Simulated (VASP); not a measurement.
# La2O3 in VASP: notebook, part 2 of 2

VASP 6.6.1. Earlier steps stand in the parts before.

**3. Single point, PBEsol**

This run uses another cell than the first one, of 22.38 Å³/atom.

The input, INCAR:

```
SYSTEM = La2O3
PREC = Accurate ; ENCUT = 520
EDIFF = 1E-7 ; ISMEAR = -1
SIGMA = 0.05 ; LREAL = .False.
LASPH = .True. ; NELM = 60
ALGO = Normal ; ISIF = 2
LWAVE = .False. ; LCHARG = .False.
GGA = PS ; NBANDS = 28
```

The input, KPOINTS:

```
Automatic mesh
0
Gamma
  4 4 6
  0 0 0
```

The input, POSCAR:

```
La2O3
1.0
    6.3033726698      0.0000000000      0.0000000000
   -3.1516863349      5.4588808616      0.0000000000
    0.0000000000      0.0000000000      3.2520845683
La O
2 3
Direct
    0.6666666667      0.3333333333      0.4999615200
    0.3333333333      0.6666666667      0.5000384800
    0.5000299757      0.0000000000      0.0000000000
    0.0000000000      0.5000299757      0.0000000000
    0.4999700243      0.4999700243      0.0000000000
```

Potentials or basis: VASP PAW PBE potentials, release 64 (La, O).

Command:

```console
cat potpaw_PBE.64/La/POTCAR potpaw_PBE.64/O/POTCAR > POTCAR
mpirun -np 1 vasp_std > vasp.out
```

OUTCAR:

```text
SYSTEM = La2O3
   PREC = Accurate
   ENCUT = 520
   EDIFF = 1E-7
   ISMEAR = -1
   LREAL = .False.
   LASPH = .True.
   NELM = 60
   ISIF = 2
   GGA = PS

 ion  position               nearest neighbor table
   1  0.667  0.333  0.500-   4 2.44   3 2.44   5 2.44   4 2.44   3 2.44   5 2.44   2 3.64   2 3.64
                             2 3.64
   2  0.333  0.667  0.500-   4 2.44   3 2.44   5 2.44   4 2.44   3 2.44   5 2.44   1 3.64   1 3.64
                             1 3.64
   3  0.500  0.000  0.000-   1 2.44   2 2.44   1 2.44   2 2.44
   4  0.000  0.500  0.000-   2 2.44   1 2.44   2 2.44   1 2.44
   5  0.500  0.500  0.000-   1 2.44   2 2.44   1 2.44   2 2.44

  LATTYP: Found a hexagonal cell.
 ALAT       =     6.3033726698
 C/A-ratio  =     0.5159277007

  Lattice vectors:

 A1 = (   6.3033726698,   0.0000000000,   0.0000000000)
 A2 = (  -3.1516863349,   5.4588808616,   0.0000000000)
 A3 = (   0.0000000000,   0.0000000000,   3.2520845683)

Analysis of symmetry for initial positions (statically):
=====================================================================
 Subroutine PRICEL returns:
 Original cell was already a primitive cell.

 Routine SETGRP: Setting up the symmetry group for a
 hexagonal supercell.

 Subroutine GETGRP returns: Found  6 space group operations
 (whereof  6 operations were pure point group operations)
 out of a pool of 24 trial point group operations.

The static configuration has the point symmetry D_3 .

Analysis of symmetry for dynamics (positions and initial velocities):
=====================================================================
 Subroutine PRICEL returns:
 Original cell was already a primitive cell.

 Routine SETGRP: Setting up the symmetry group for a
 hexagonal supercell.

 Subroutine GETGRP returns: Found  6 space group operations
 (whereof  6 operations were pure point group operations)
 out of a pool of 24 trial point group operations.

The dynamic configuration has the point symmetry D_3 .

 Subroutine INISYM returns: Found  6 space group operations
 (whereof  6 operations are pure point group operations),
 and found     1 'primitive' translations

----------------------------------------------------------------------------------------

                                     Primitive cell

  volume of cell :     111.9022

  direct lattice vectors                    reciprocal lattice vectors
     6.303372670  0.000000000  0.000000000     0.158645229  0.091593866  0.000000000
    -3.151686335  5.458880862  0.000000000     0.000000000  0.183187731  0.000000000
     0.000000000  0.000000000  3.252084568     0.000000000  0.000000000  0.307495079

  length of vectors
     6.303372670  6.303372670  3.252084568     0.183187731  0.183187731  0.307495079

  position of ions in fractional coordinates (direct lattice)
     0.666666667  0.333333333  0.499961520
     0.333333333  0.666666667  0.500038480
     0.500029976  0.000000000  0.000000000
     0.000000000  0.500029976  0.000000000
     0.499970024  0.499970024  0.000000000

  ion indices of the primitive-cell ions
[... 26 lines left out ...]
     0.000000000  0.000000000  0.000000000

 Subroutine IBZKPT returns following result:
 ===========================================

 Found     18 irreducible k-points:

 Following reciprocal coordinates:
            Coordinates               Weight
  0.000000  0.000000  0.000000      1.000000
  0.250000  0.000000  0.000000      6.000000
  0.500000  0.000000  0.000000      3.000000
  0.250000  0.250000  0.000000      6.000000
  0.000000  0.000000  0.166667      2.000000
  0.250000  0.000000  0.166667      6.000000
[... 10 lines left out ...]
  0.500000  0.000000  0.500000      3.000000
  0.250000  0.250000  0.500000      6.000000
   k-points           NKPTS =     18   k-points in BZ     NKDIM =     18   number of bands    NBANDS=     28
   number of dos      NEDOS =    301   number of ions     NIONS =      5
   total plane-waves  NPLWV =  55296
   dimension x,y,z NGX =    48 NGY =   48 NGZ =   24
   dimension x,y,z NGXF=    96 NGYF=   96 NGZF=   48
   ions per type =               2   3
   NGX,Y,Z   is equivalent  to a cutoff of  12.66, 12.66, 12.27 a.u.
   NGXF,Y,Z  is equivalent  to a cutoff of  25.32, 25.32, 24.54 a.u.
 SYSTEM =  La2O3
   PREC   = accura    normal or accurate (medium, high low for compatibility)
   ISTART =      0    job   : 0-new  1-cont  2-samecut
   ICHARG =      2    charge: 1-file 2-atom 10-const
   ISPIN  =      1    spin polarized calculation?
   LNONCOLLINEAR =      F non collinear calculations
   LSORBIT =      F    spin-orbit coupling
   LASPH  =      T    aspherical Exc in radial PAW
   ENCUT  =  520.0 eV  38.22 Ry    6.18 a.u.  11.72 11.72  6.05*2*pi/ulx,y,z
   NELM   =     60;   NELMIN=  2; NELMDL= -5     # of ELM steps
   EDIFF  = 0.1E-06   stopping-criterion for ELM
   LREAL  =      F    real-space projection
   EDIFFG = 0.1E-05   stopping-criterion for IOM
   NSW    =      0    number of steps for IOM
   IBRION =     -1    ionic relax: 0-MD 1-quasi-New 2-CG
   NFREE  =      0    steps in history (QN), initial steepest desc. (CG)
   ISIF   =      2    stress and relaxation
   ISYM   =      2    0-nonsym 1-usesym 2-fastsym
   POTIM  = 0.5000    time-step for ionic-motion
   TEBEG  =    0.0;   TEEND  =   0.0 temperature during run
   PSTRESS=    0.0 pullay stress
   NELECT =      40.0000    total number of electrons
   NUPDOWN=      -1.0000    fix difference up-down
   EMIN   =  10.00;   EMAX   =-10.00  energy-range for DOS
   EFERMI =   0.00;   METHOD = LEGACY
   ISMEAR =    -1;   SIGMA  =   0.05  broadening in eV -4-tet -1-fermi 0-gaus
   EFERMI_NEDOS =   21; number of points for ismear=-14 and -15
   IALGO  =     38    algorithm
   IMIX   =      4    mixing-type and parameters
     AMIX     =   0.40;   BMIX     =  1.00
     AMIX_MAG =   1.60;   BMIX_MAG =  1.00
  volume/ion in A,a.u.               =      22.38       151.03
  Fermi-wavevector in a.u.,A,eV,Ry     =   1.161846  2.195571 18.366326  1.349887
  Thomas-Fermi vector in A             =   2.298414
   LORBIT       =      0    0 simple, 1 ext, 2 COOP (PROOUT), +10 PAW based schemes
   GGA     = PS    functional components
   LHFCALC =     F    Hartree Fock is set to
   AEXX    =    0.0000 exact exchange contribution
   IVDW    =     0    specifies the selected vdW correction
   LEPSILON=     F    determine dielectric tensor
   LRPA    =     F    only Hartree local field effects (RPA)
 non-spin polarized calculation
  energy-cutoff  :      520.00
  volume of cell :      111.90
 maximum number of plane-waves:      3032
 NGX is ok and might be reduce to    48
   NGX = 23   NGY = 23   NGZ = 13

 number of electron      39.9999973 magnetization

 Free energy of the ion-electron system (eV)
  ---------------------------------------------------
  ext. energy  EPLUGINS =         0.00000000
  ---------------------------------------------------
  free energy    TOTEN  =       -42.46553294 eV

  energy without entropy =      -42.46553291  energy(sigma->0) =      -42.46553293

 E-fermi :   4.0365     XC(G=0):  -8.4727

 val. band max:        3.3401045930   @ k =   0.0000   0.0000   0.5000
 cond. band min:       4.7329478661   @ k =   0.0000   0.0000   0.0000
 fundamental gap:      1.3928432731
 Fermi energy:         4.0365105455

 k-point     1 :       0.0000    0.0000    0.0000
  band No.  band energies     occupation
      1     -27.1974      2.00000
      2     -26.9738      2.00000
      3     -14.2339      2.00000
      4     -14.2339      2.00000
      5     -12.5003      2.00000
      6     -10.7477      2.00000
[... 547 lines left out ...]
     27       8.1090      0.00000
     28       8.1775      0.00000

------------------------ aborting loop because EDIFF is reached ----------------------------------------

  FORCE on cell =-STRESS in cart. coord.  units (eV):
  Direction    XX          YY          ZZ          XY          YZ          ZX
  --------------------------------------------------------------------------------------
  -------------------------------------------------------------------------------------
  Total       -0.1097790     -0.1097790     -0.1241337      0.0000000      0.0000000      0.0000000
  in kB       -1.5717787     -1.5717787     -1.7773044      0.0000000      0.0000000      0.0000000
  external PRESSURE =      -1.6402873 kB  Pullay stress =       0.0000000 kB

 VOLUME and BASIS-vectors are now :
 -----------------------------------------------------------------------------
  energy-cutoff  :      520.00
  volume of cell :      111.90
      direct lattice vectors                 reciprocal lattice vectors
     6.303372670  0.000000000  0.000000000     0.158645229  0.091593866  0.000000000
    -3.151686335  5.458880862  0.000000000     0.000000000  0.183187731  0.000000000
     0.000000000  0.000000000  3.252084568     0.000000000  0.000000000  0.307495079

 POSITION                                       TOTAL-FORCE (eV/Angst)
 -----------------------------------------------------------------------------------
      3.15169      1.81963      1.62592         0.000000      0.000000      0.000339
     -0.00000      3.63925      1.62617         0.000000      0.000000     -0.000339
      3.15188      0.00000      0.00000        -0.000225      0.000000      0.000000
     -1.57594      2.72960      0.00000         0.000113     -0.000195      0.000000
      1.57575      2.72928      0.00000         0.000113      0.000195      0.000000
 -----------------------------------------------------------------------------------
    total drift:                               -0.000000     -0.000000      0.000000

  FREE ENERGIE OF THE ION-ELECTRON SYSTEM (eV)
  ---------------------------------------------------
  free  energy   TOTEN  =       -42.4655329405 eV

  energy  without entropy=      -42.4655329126  energy(sigma->0) =      -42.46553293
```

OSZICAR:

```text
N       E                     dE             d eps       ncg     rms          rms(c)
DAV:   1     0.540778101776E+03    0.54078E+03   -0.16067E+04  1024   0.205E+03
DAV:   2     0.114062821136E+03   -0.42672E+03   -0.40436E+03  1352   0.340E+02
DAV:   3    -0.282927694515E+02   -0.14236E+03   -0.13741E+03  1636   0.220E+02
DAV:   4    -0.478602059144E+02   -0.19567E+02   -0.18894E+02  1716   0.821E+01
DAV:   5    -0.491263964148E+02   -0.12662E+01   -0.12650E+01  1744   0.240E+01    0.146E+01
DAV:   6    -0.431151101328E+02    0.60113E+01   -0.52543E+01  1608   0.381E+01    0.783E+00
DAV:   7    -0.427411906535E+02    0.37392E+00   -0.56370E+00  1960   0.213E+01    0.353E+00
DAV:   8    -0.424662627628E+02    0.27493E+00   -0.10467E+00  1816   0.842E+00    0.113E+00
DAV:   9    -0.424408120897E+02    0.25451E-01   -0.24497E-01  1888   0.374E+00    0.418E-01
DAV:  10    -0.424593262522E+02   -0.18514E-01   -0.24273E-02  1736   0.118E+00    0.148E-01
DAV:  11    -0.424638627349E+02   -0.45365E-02   -0.58955E-03  1528   0.394E-01    0.116E-01
DAV:  12    -0.424653632294E+02   -0.15005E-02   -0.24992E-03  1512   0.403E-01    0.362E-02
DAV:  13    -0.424655069506E+02   -0.14372E-03   -0.79232E-04  1800   0.178E-01    0.281E-02
DAV:  14    -0.424655254482E+02   -0.18498E-04   -0.13458E-04  1760   0.796E-02    0.824E-03
DAV:  15    -0.424655337955E+02   -0.83473E-05   -0.20757E-05  1688   0.348E-02    0.998E-03
DAV:  16    -0.424655325015E+02    0.12939E-05   -0.21828E-05  1896   0.304E-02    0.208E-03
DAV:  17    -0.424655328868E+02   -0.38526E-06   -0.20024E-06  1816   0.802E-03    0.205E-03
DAV:  18    -0.424655329405E+02   -0.53680E-07   -0.80288E-07  1800   0.609E-03
   1 F= -.42465533E+02 E0= -.42465533E+02  d E =-.278948E-07
```

stdout:

```text
POSCAR found type information on POSCAR LaO
 POSCAR found :  2 types and       5 ions
 scaLAPACK will be used
 -----------------------------------------------------------------------------
|                                                                             |
|                                                                             |
|     You enforced a specific xc type in the INCAR file but a different       |
|     I HOPE YOU KNOW WHAT YOU ARE DOING!                                     |
|                                                                             |
 -----------------------------------------------------------------------------

 LDA part: xc-table for (Slater+PW92), standard interpolation
 POSCAR, INCAR and KPOINTS ok, starting setup
 FFT: planning ... GRIDC
 FFT: planning ... GRID_SOFT
 FFT: planning ... GRID
 WAVECAR not read
 entering main loop
```

Run time: 74 s. Hardware: 1 thread of Intel Xeon Platinum 8488C (Sapphire Rapids), shared host; peak memory 0.25 GiB.

What came out:

```yaml
Free_energy: -42.4655 eV
Pressure: -0.2 GPa
Band_gap_on_the_k_mesh: 1.39 eV (least direct gap 1.93 eV)
```

Levels at points of the mesh, in eV from the valence-band top:
| k point | band 18 | band 19 | band 20 | band 21 | band 22 | band 23 |
| --- | --- | --- | --- | --- | --- | --- |
| (0.00, 0.00, 0.00) | -1.08 | -0.84 | -0.54 | 1.39 | 3.44 | 3.97 |
| (0.50, 0.00, 0.00) | -1.32 | -1.17 | -1.03 | 2.52 | 3.41 | 4.27 |
| (0.00, 0.00, 0.50) | -1.31 | -0.43 | 0.00 | 4.36 | 4.39 | 4.43 |
| (0.50, 0.00, 0.50) | -1.50 | -0.79 | -0.71 | 4.38 | 4.43 | 4.48 |

Caveat: the PAW data sets were made with another functional, which shifts forces and pressure a little; spin-orbit coupling is left out, which moves the levels of the heavy elements. A k mesh can miss the band edges.

**4. Relaxation of cell and atoms, PBEsol**

This run uses another cell than the first one, of 23.12 Å³/atom.

The input, INCAR:

```
SYSTEM = La2O3
ALGO     = Normal         ! electronic algorithm
EDIFF    = 1E-6           ! SCF threshold, eV
EDIFFG   = -0.02          ! ionic threshold
ENCUT    = 600            ! plane-wave cutoff, eV
GGA      = PS             ! functional
IBRION   = 2              ! ionic algorithm
ISIF     = 3              ! what is computed and relaxed
ISMEAR   = -1             ! smearing method
LASPH    = .TRUE.         ! aspherical terms in the spheres
LCHARG   = .FALSE.        ! write CHGCAR
LREAL    = .FALSE.        ! projectors in reciprocal space
LWAVE    = .FALSE.        ! write WAVECAR
NELM     = 80             ! most SCF steps
NSW      = 80             ! ionic steps
PREC     = Accurate       ! precision mode
SIGMA    = 0.05           ! smearing width, eV
```

The input, KPOINTS:

```
k-points
0
G
  4 4 6
  0 0 0
```

The input, POSCAR:

```
La2O3
1.0
    6.3702727145      0.0000000000      0.0000000000
   -3.1851363572      5.5168179998      0.0000000000
    0.0000000000      0.0000000000      3.2898942108
La O
2 3
Direct
    0.6666666667      0.3333333333      0.4981030000
    0.3333333333      0.6666666667      0.5018970000
    0.5046070000      0.0000000000      0.0000000000
    0.0000000000      0.5046070000      0.0000000000
    0.4953930000      0.4953930000      0.0000000000
```

Command:

```console
cat potpaw_PBE.64/La/POTCAR potpaw_PBE.64/O/POTCAR > POTCAR
mpirun -np 1 vasp_std > vasp.out
```

It took 11 min on 1 thread of Intel Xeon Platinum 8488C (Sapphire Rapids), shared host; peak memory 0.31 GiB.

The run converged. Its results:

| Property | Result |
| --- | --- |
| Free energy | -42.4757 eV |
| Relaxed volume | 22.33 Å³/atom |
| Relaxed cell | a = 6.299 Å, b = 6.299 Å, c = 3.249 Å, α = 90.00°, β = 90.00°, γ = 120.00° |
| Space group after relaxing (to 0.1 Å) | P6/mmm (No. 191) |
| Energy gained by relaxing | 9.0 meV/atom |
| Ionic steps | 15 |
| Pressure after relaxing | 0.0 GPa |
| Largest force after relaxing | 0.010 eV/Å |
| Band gap on the k mesh | 1.38 eV (least direct gap 1.93 eV) |

Forces in eV/Å, atoms in the order of the input:
```
La   0.000  0.000 -0.010
La   0.000  0.000  0.010
O   -0.006  0.000  0.000
O    0.003 -0.005  0.000
O    0.003  0.005  0.000
```

Stress tensor (GPa, compression positive):
```
-0.06  0.00  0.00
 0.00 -0.06  0.00
 0.00  0.00  0.08
```

The path:
```
step  energy change (eV)  largest force (eV/Å)  pressure (GPa)  volume (Å³)
   1              0.0000                0.0446           -3.32       115.62
   2              0.0153                0.0232            4.18       107.78
   3             -0.0424                0.0348           -0.12       111.91
   4             -0.0424                0.0346           -0.06       111.84
   5             -0.0437                0.0317            0.04       111.55
   6             -0.0437                0.0312            0.06       111.49
   7             -0.0439                0.0298           -0.03       111.60
   8             -0.0440                0.0277           -0.19       111.77
   9             -0.0440                0.0263           -0.19       111.77
  10             -0.0442                0.0246           -0.18       111.77
  11             -0.0444                0.0207           -0.17       111.77
  12             -0.0448                0.0130           -0.14       111.77
  13             -0.0447                0.0214           -0.07       111.77
  14             -0.0449                0.0093           -0.11       111.77
  15             -0.0450                0.0104           -0.01       111.63
```

Final structure:
```
CELL_PARAMETERS angstrom
6.29880 0.00000 0.00000
-3.14940 5.45492 0.00000
0.00000 0.00000 3.24900
ATOMIC_POSITIONS crystal
La 0.66667 0.33333 0.50116
La 0.33333 0.66667 0.49884
O 0.50078 0.00000 0.00000
O 0.00000 0.50078 0.00000
O 0.49922 0.49922 0.00000
```

Levels at points of the mesh, in eV from the valence-band top:
```csv
k point,band 16,band 17,band 18,band 19,band 20,band 21,band 22,band 23,band 24
"(0.00, 0.00, 0.00)",-2.09,-1.09,-1.09,-0.86,-0.55,1.38,3.44,3.97,3.97
"(0.50, 0.00, 0.00)",-1.78,-1.76,-1.34,-1.19,-1.04,2.51,3.40,4.27,4.39
"(0.00, 0.00, 0.50)",-1.60,-1.33,-1.33,-0.44,0.00,4.36,4.39,4.42,4.42
"(0.50, 0.00, 0.50)",-1.98,-1.71,-1.51,-0.81,-0.72,4.37,4.43,4.48,4.48
```

Caveat: the PAW data sets were made with another functional, which shifts forces and pressure a little; spin-orbit coupling is left out, which moves the levels of the heavy elements. A k mesh can miss the band edges.

**5. Summary**

| task | level | potentials or basis | cell | cutoff (eV) | gap on the mesh (eV) | pressure (GPa) |
| --- | --- | --- | --- | --- | --- | --- |
| single point | LDA | VASP PAW LDA potentials, release 64 (La, O) | a = 6.255, b = 6.255, c = 3.231 Å, angles 90.0, 90.0, 120.0°, 5 atoms, atomic positions A | 520 | 1.20 | -0.1 |
| single point | PBEsol | VASP PAW PBE potentials, release 64 (La, O) | a = 6.303, b = 6.303, c = 3.252 Å, angles 90.0, 90.0, 120.0°, 5 atoms, atomic positions A | 520 | 1.39 | -0.2 |
| relaxation of cell and atoms | PBEsol | VASP PAW PBE potentials, release 64 (La, O) | relaxed from a = 6.370, b = 6.370, c = 3.290 Å, angles 90.0, 90.0, 120.0°, 5 atoms, atomic positions B | 600 | 1.38 | 0.0 |

Alike in all rows: no spin polarisation; k mesh 4 × 4 × 6; smearing fermi-dirac 0.05 eV.

Caveats: spin-orbit coupling is left out, which moves the levels of the heavy elements; the PAW data sets were made with another functional, which shifts forces and pressure a little (at least some runs).

Absolute energies hang on the potentials; compare differences alone.
